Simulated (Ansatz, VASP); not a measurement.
**GaP in VASP and in Ansatz**

INCAR

```
  ALGO = Normal
  EDIFF = 1E-6
  ENCUT = 500
  GGA = CA
  GGA_COMPAT = False
  ISIF = 2
  ISMEAR = 0
  LASPH = True
  LCHARG = True
  LELF = True
  LREAL = False
  LVHAR = True
  LWAVE = False
  NBANDS = 16
  NELM = 120
  PREC = Accurate
  SIGMA = 0.02
```

Contents of KPOINTS:

```
k-points
0
Gamma
  10 10 10
```

The input POSCAR:

```
GaP
1.0
    0.0000000000      2.6956550727      2.6956550727
    2.6956550727      0.0000000000      2.6956550727
    2.6956550727      2.6956550727      0.0000000000
Ga P
1 1
Direct
    0.0000000000      0.0000000000      0.0000000000
    0.7500000000      0.7500000000      0.7500000000
```

Input for Ansatz:

```yaml
crystal:
  lattice:
    - [0.0, 2.6956550727, 2.6956550727]
    - [2.6956550727, 0.0, 2.6956550727]
    - [2.6956550727, 2.6956550727, 0.0]
  atoms:
    - { symbol: Ga, position: [0.0, 0.0, 0.0] }
    - { symbol: P, position: [0.75, 0.75, 0.75] }
basis:
  ecutwfc: 420
kpoints:
  mp_grid: { grid: [10, 10, 10] }
  band_path:
    path:
      - [[0.0, 0.0, 0.0], [-0.5, -0.5, 0.0], [-0.375, -0.375, 0.25]]
      - [[-0.375, 0.0, 0.375], [0.0, 0.0, 0.0], [0.0, 0.0, 0.5], [-0.5, -0.25, 0.25], [-0.5, -0.5, 0.0]]
    npoints: 10
hamiltonian:
  xc: lda
scf:
  occupations: { method: gaussian, width: 0.02 }
  n_extra_bands: 7
output:
  forces: true
  stress: true
  eigenvalues: true
```

Alike in both runs: task single point; functional LDA; k mesh 10 × 10 × 10; occupations gaussian, width 0.02 eV; no spin polarisation.

|  | VASP | Ansatz |
| --- | --- | --- |
| version | VASP 6.6.1 | Ansatz 0.2.0 |
| potentials or method | VASP PAW LDA potentials, release 64 (Ga_d, P), cutoff 500 eV | scalar-relativistic, plane waves, PAW |
| valence electrons in the cell | 18 | 18 |

Ansatz gave:

```
gap on the k mesh at the Fermi level (eV) : 1.40
least direct gap on the mesh (eV)         : 1.88
pressure (GPa)                            : 0.0
```

Task: What did VASP give for the same quantities?

Result: gap on the k mesh at the Fermi level (eV): 1.40; least direct gap on the mesh (eV): 1.91; pressure (GPa): 0.1.

LDA's correlation is that of Perdew and Zunger in VASP and of Perdew and Wang (1992) in Ansatz.
